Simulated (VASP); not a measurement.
# Nb (Im-3m) in VASP: notebook

The runs below take Nb through single point, with PBEsol, PBE.

Everything below comes from runs of VASP 6.6.1. Logs are shortened: lines on timing, memory, paths and dates and some standing lists are left out, and cuts for length are marked.

## 1. The cell of the first run

It takes space group Im-3m (No. 229, cubic). Conventional cell: a = 3.300 Å, b = 3.300 Å, c = 3.300 Å, α = 90.00°, β = 90.00°, γ = 90.00°. Nb (site symmetry m-3m) has 14 Nb at 2.86 to 3.30 Å within 3.8 Å.

## 2. Single point, PBEsol

Contents of INCAR:

```
SYSTEM = Nb
  PREC = Accurate
  ENCUT = 520
  EDIFF = 1E-6
  ISMEAR = 1
  SIGMA = 0.1
  LREAL = .False.
  LASPH = .True.
  NELM = 100
  ALGO = Normal
  ISIF = 2
  LWAVE = .False.
  LCHARG = .True.
  GGA = PS
  LELF = .True.
  LVHAR = .True.
  NBANDS = 12
```

Contents of KPOINTS:

```
Automatic mesh
0
Gamma
  34 34 34
  0 0 0
```

Contents of POSCAR:

```
Nb
1.0
   -1.6500000000      1.6500000000      1.6500000000
    1.6500000000     -1.6500000000      1.6500000000
    1.6500000000      1.6500000000     -1.6500000000
Nb
1
Direct
    0.0000000000      0.0000000000      0.0000000000
```

Potentials or basis: VASP PAW PBE potentials, release 64 (Nb_sv).

Command:

```sh
cat potpaw_PBE.64/Nb_sv/POTCAR > POTCAR
mpirun -np 1 vasp_std > vasp.out
```

OUTCAR:

```text
SYSTEM = Nb
   PREC = Accurate
   ENCUT = 520
   EDIFF = 1E-6
   ISMEAR = 1
   LREAL = .False.
   LASPH = .True.
   NELM = 100
   ISIF = 2
   GGA = PS

 ion  position               nearest neighbor table
   1  0.000  0.000  0.000-

  LATTYP: Found a body centered cubic cell.
 ALAT       =     3.3000000000

  Lattice vectors:

 A1 = (  -1.6500000000,   1.6500000000,   1.6500000000)
 A2 = (   1.6500000000,  -1.6500000000,   1.6500000000)
 A3 = (   1.6500000000,   1.6500000000,  -1.6500000000)

Analysis of symmetry for initial positions (statically):
=====================================================================
 Subroutine PRICEL returns:
 Original cell was already a primitive cell.

 Routine SETGRP: Setting up the symmetry group for a
 body centered cubic supercell.

 Subroutine GETGRP returns: Found 48 space group operations
 (whereof 48 operations were pure point group operations)
 out of a pool of 48 trial point group operations.

The static configuration has the point symmetry O_h .

Analysis of symmetry for dynamics (positions and initial velocities):
=====================================================================
 Subroutine PRICEL returns:
 Original cell was already a primitive cell.

 Routine SETGRP: Setting up the symmetry group for a
 body centered cubic supercell.

 Subroutine GETGRP returns: Found 48 space group operations
 (whereof 48 operations were pure point group operations)
 out of a pool of 48 trial point group operations.

The dynamic configuration has the point symmetry O_h .

 Subroutine INISYM returns: Found 48 space group operations
 (whereof 48 operations are pure point group operations),
 and found     1 'primitive' translations

----------------------------------------------------------------------------------------

                                     Primitive cell

  volume of cell :      17.9685

  direct lattice vectors                    reciprocal lattice vectors
    -1.650000000  1.650000000  1.650000000     0.000000000  0.303030303  0.303030303
     1.650000000 -1.650000000  1.650000000     0.303030303  0.000000000  0.303030303
     1.650000000  1.650000000 -1.650000000     0.303030303  0.303030303  0.000000000

  length of vectors
[... 85 lines left out ...]
   NFREE  =      0    steps in history (QN), initial steepest desc. (CG)
   ISIF   =      2    stress and relaxation
   ISYM   =      2    0-nonsym 1-usesym 2-fastsym
   POTIM  = 0.5000    time-step for ionic-motion
   TEBEG  =    0.0;   TEEND  =   0.0 temperature during run
   PSTRESS=    0.0 pullay stress
   NELECT =      13.0000    total number of electrons
   NUPDOWN=      -1.0000    fix difference up-down
   EMIN   =  10.00;   EMAX   =-10.00  energy-range for DOS
   EFERMI =   0.00;   METHOD = LEGACY
   ISMEAR =     1;   SIGMA  =   0.10  broadening in eV -4-tet -1-fermi 0-gaus
   EFERMI_NEDOS =   21; number of points for ismear=-14 and -15
   IALGO  =     38    algorithm
   IMIX   =      4    mixing-type and parameters
     AMIX     =   0.40;   BMIX     =  1.00
     AMIX_MAG =   1.60;   BMIX_MAG =  1.00
  volume/ion in A,a.u.               =      17.97       121.26
  Fermi-wavevector in a.u.,A,eV,Ry     =   1.469666  2.777266 29.387474  2.159918
  Thomas-Fermi vector in A             =   2.585016
   LORBIT       =      0    0 simple, 1 ext, 2 COOP (PROOUT), +10 PAW based schemes
   GGA     = PS    functional components
   LHFCALC =     F    Hartree Fock is set to
   AEXX    =    0.0000 exact exchange contribution
   IVDW    =     0    specifies the selected vdW correction
   LEPSILON=     F    determine dielectric tensor
   LRPA    =     F    only Hartree local field effects (RPA)
 non-spin polarized calculation
 Methfessel and Paxton  Order N= 1 SIGMA  =   0.10
  energy-cutoff  :      520.00
  volume of cell :       17.97
 maximum number of plane-waves:       496
 NGX is ok and might be reduce to    24
   NGX = 11   NGY = 11   NGZ = 11

 number of electron      13.0000000 magnetization

 Free energy of the ion-electron system (eV)
  ---------------------------------------------------
  ext. energy  EPLUGINS =         0.00000000
  ---------------------------------------------------
  free energy    TOTEN  =       -10.94602244 eV

  energy without entropy =      -10.94637850  energy(sigma->0) =      -10.94614113

 E-fermi :  11.0676     XC(G=0): -12.6419

 val. band max:       11.0672172028   @ k =   0.2941   0.1471   0.0000
 cond. band min:      11.0687639807   @ k =  -0.1765   0.2059   0.0294
 fundamental gap:      0.0015467779
 Fermi energy:        11.0675605382

 k-point     1 :       0.0000    0.0000    0.0000
  band No.  band energies     occupation
      1     -43.1885      2.00000
      2     -18.4987      2.00000
      3     -18.4987      2.00000
      4     -18.4987      2.00000
      5       5.1001      2.00000
      6      11.4429     -0.00000
      7      11.4429     -0.00000
      8      11.4429     -0.00000
      9      14.3611      0.00000
     10      14.3611      0.00000
     11      25.2967      0.00000
     12      25.2967      0.00000
[... 331 lines left out ...]
 k-point    24 :       0.1765    0.0294    0.0000
  band No.  band energies     occupation
      1     -43.1086      2.00000
      2     -18.9693      2.00000
      3     -18.6402      2.00000
      4     -18.5074      2.00000
      5       6.4504      2.00000
      6      10.6736      2.00000
      7      11.0575      1.16924
      8      12.8891     -0.00000
      9      13.7154      0.00000
     10      14.4506      0.00000
     11      25.9283      0.00000
     12      27.3299      0.00000

 [... further k-points ...]

------------------------ aborting loop because EDIFF is reached ----------------------------------------

  FORCE on cell =-STRESS in cart. coord.  units (eV):
  Direction    XX          YY          ZZ          XY          YZ          ZX
  --------------------------------------------------------------------------------------
  -------------------------------------------------------------------------------------
  Total       -0.5446242     -0.5446242     -0.5446242      0.0000000      0.0000000      0.0000000
  in kB      -48.5619017    -48.5619017    -48.5619017      0.0000000      0.0000000      0.0000000
  external PRESSURE =     -48.5619017 kB  Pullay stress =       0.0000000 kB

 VOLUME and BASIS-vectors are now :
 -----------------------------------------------------------------------------
  energy-cutoff  :      520.00
  volume of cell :       17.97
      direct lattice vectors                 reciprocal lattice vectors
    -1.650000000  1.650000000  1.650000000     0.000000000  0.303030303  0.303030303
     1.650000000 -1.650000000  1.650000000     0.303030303  0.000000000  0.303030303
     1.650000000  1.650000000 -1.650000000     0.303030303  0.303030303  0.000000000

 POSITION                                       TOTAL-FORCE (eV/Angst)
 -----------------------------------------------------------------------------------
      0.00000      0.00000      0.00000         0.000000      0.000000     -0.000000
 -----------------------------------------------------------------------------------
    total drift:                               -0.000000      0.000000      0.000000

  FREE ENERGIE OF THE ION-ELECTRON SYSTEM (eV)
  ---------------------------------------------------
  free  energy   TOTEN  =       -10.9460224392 eV

  energy  without entropy=      -10.9463784973  energy(sigma->0) =      -10.94614113
```

It took 2 min on 1 thread of AMD EPYC 9R45 (Zen 5), shared host; peak memory 0.29 GiB.

What came out:

```
Free energy            : -10.9460 eV
Pressure               : -4.9 GPa
Band gap on the k mesh : zero (an odd number of electrons rules out a gap without spin polarisation)
```

Levels at points of the mesh, in eV from the Fermi level:
```csv
k point,band 4,band 5,band 6,band 7,band 8,band 9
"(0.00, 0.00, 0.00)",-29.57,-5.97,0.38,0.38,0.38,3.29
"(0.50, 0.00, 0.00)",-29.58,-3.74,-1.66,2.30,3.33,4.02
"(0.50, 0.50, 0.50)",-30.51,-3.74,-3.74,5.67,5.67,5.67
```

Caveat: the cell stands under tension; the PAW data sets were made with another functional, which shifts forces and pressure a little.

## 3. Single point, PBE

This run uses another cell than the first one, of 18.12 Å³/atom.

Contents of INCAR:

```
  PREC = Accurate
  ENCUT = 520
  EDIFF = 1E-7
  ISMEAR = 1
  SIGMA = 0.1
  LREAL = F
  LASPH = T
  NELM = 60
  ALGO = Normal
  ISIF = 2
  LWAVE = F
  LCHARG = F
  GGA = PE
  NBANDS = 12
```

Contents of KPOINTS:

```
Automatic mesh
0
Gamma
  34 34 34
```

Contents of POSCAR:

```
Nb
1.0
   -1.6545280250      1.6545280250      1.6545280250
    1.6545280250     -1.6545280250      1.6545280250
    1.6545280250      1.6545280250     -1.6545280250
Nb
1
Direct
    0.0000000000      0.0000000000      0.0000000000
```

Potentials or basis: VASP PAW PBE potentials, release 64 (Nb_sv).

Command:

```sh
cat potpaw_PBE.64/Nb_sv/POTCAR > POTCAR
mpirun -np 1 vasp_std > vasp.out
```

OUTCAR:

```text
PREC = Accurate
   ENCUT = 520
   EDIFF = 1E-7
   ISMEAR = 1
   LREAL = F
   LASPH = T
   NELM = 60
   ISIF = 2
   GGA = PE

 ion  position               nearest neighbor table
   1  0.000  0.000  0.000-

  LATTYP: Found a body centered cubic cell.
 ALAT       =     3.3090560500

  Lattice vectors:

 A1 = (  -1.6545280250,   1.6545280250,   1.6545280250)
 A2 = (   1.6545280250,  -1.6545280250,   1.6545280250)
 A3 = (   1.6545280250,   1.6545280250,  -1.6545280250)

Analysis of symmetry for initial positions (statically):
=====================================================================
 Subroutine PRICEL returns:
 Original cell was already a primitive cell.

 Routine SETGRP: Setting up the symmetry group for a
 body centered cubic supercell.

 Subroutine GETGRP returns: Found 48 space group operations
 (whereof 48 operations were pure point group operations)
 out of a pool of 48 trial point group operations.

The static configuration has the point symmetry O_h .

[... 167 lines left out ...]
  band No.  band energies     occupation
      1     -43.2775      2.00000
      2     -18.5870      2.00000
      3     -18.5870      2.00000
      4     -18.5870      2.00000
      5       5.1630      2.00000
      6      11.4664     -0.00000
      7      11.4664     -0.00000
      8      11.4664     -0.00000
      9      14.3566      0.00000
     10      14.3566      0.00000
     11      25.3019      0.00000
     12      25.3019      0.00000
[... 331 lines left out ...]
 k-point    24 :       0.1765    0.0294    0.0000
  band No.  band energies     occupation
      1     -43.2010      2.00000
      2     -19.0408      2.00000
      3     -18.7238      2.00000
      4     -18.5953      2.00000
      5       6.5000      2.00000
      6      10.7088      2.00000
      7      11.0870      1.06893
      8      12.8904     -0.00000
      9      13.7193      0.00000
     10      14.4448      0.00000
     11      25.9096      0.00000
     12      27.2592      0.00000

 [... further k-points ...]

------------------------ aborting loop because EDIFF is reached ----------------------------------------

  FORCE on cell =-STRESS in cart. coord.  units (eV):
  Direction    XX          YY          ZZ          XY          YZ          ZX
  --------------------------------------------------------------------------------------
  -------------------------------------------------------------------------------------
  Total       -0.0279374     -0.0279374     -0.0279374     -0.0000000      0.0000000      0.0000000
  in kB       -2.4706657     -2.4706657     -2.4706657     -0.0000000      0.0000000      0.0000000
  external PRESSURE =      -2.4706657 kB  Pullay stress =       0.0000000 kB

 VOLUME and BASIS-vectors are now :
 -----------------------------------------------------------------------------
  energy-cutoff  :      520.00
  volume of cell :       18.12
      direct lattice vectors                 reciprocal lattice vectors
    -1.654528025  1.654528025  1.654528025     0.000000000  0.302200986  0.302200986
     1.654528025 -1.654528025  1.654528025     0.302200986  0.000000000  0.302200986
     1.654528025  1.654528025 -1.654528025     0.302200986  0.302200986  0.000000000

 POSITION                                       TOTAL-FORCE (eV/Angst)
 -----------------------------------------------------------------------------------
      0.00000      0.00000      0.00000        -0.000000     -0.000000     -0.000000
 -----------------------------------------------------------------------------------
    total drift:                                0.000000     -0.000000     -0.000000

  FREE ENERGIE OF THE ION-ELECTRON SYSTEM (eV)
  ---------------------------------------------------
  free  energy   TOTEN  =       -10.2165929032 eV

  energy  without entropy=      -10.2169724074  energy(sigma->0) =      -10.21671940
```

stdout:

```text
POSCAR found type information on POSCAR Nb
 POSCAR found :  1 types and       1 ions
 scaLAPACK will be used
 LDA part: xc-table for (Slater+PW92), standard interpolation
 POSCAR, INCAR and KPOINTS ok, starting setup
 FFT: planning ... GRIDC
 FFT: planning ... GRID_SOFT
 FFT: planning ... GRID
 WAVECAR not read
 entering main loop
```

Wall time 2.2 min (1 thread of AMD EPYC 9R45 (Zen 5), shared host); peak memory 0.29 GiB.

What came out:

```yaml
Free_energy: -10.2166 eV
Pressure: -0.2 GPa
Band_gap_on_the_k_mesh: zero (an odd number of electrons rules out a gap without spin polarisation)
```

Levels at points of the mesh, in eV from the Fermi level:
```tsv
k point	band 4	band 5	band 6	band 7	band 8	band 9	band 10	band 11
(0.00, 0.00, 0.00)	-29.68	-5.93	0.38	0.38	0.38	3.27	3.27	14.21
(0.50, 0.00, 0.00)	-29.69	-3.69	-1.63	2.26	3.29	3.97	6.33	11.61
(0.50, 0.50, 0.50)	-30.59	-3.68	-3.68	5.57	5.57	5.57	9.03	9.03
```
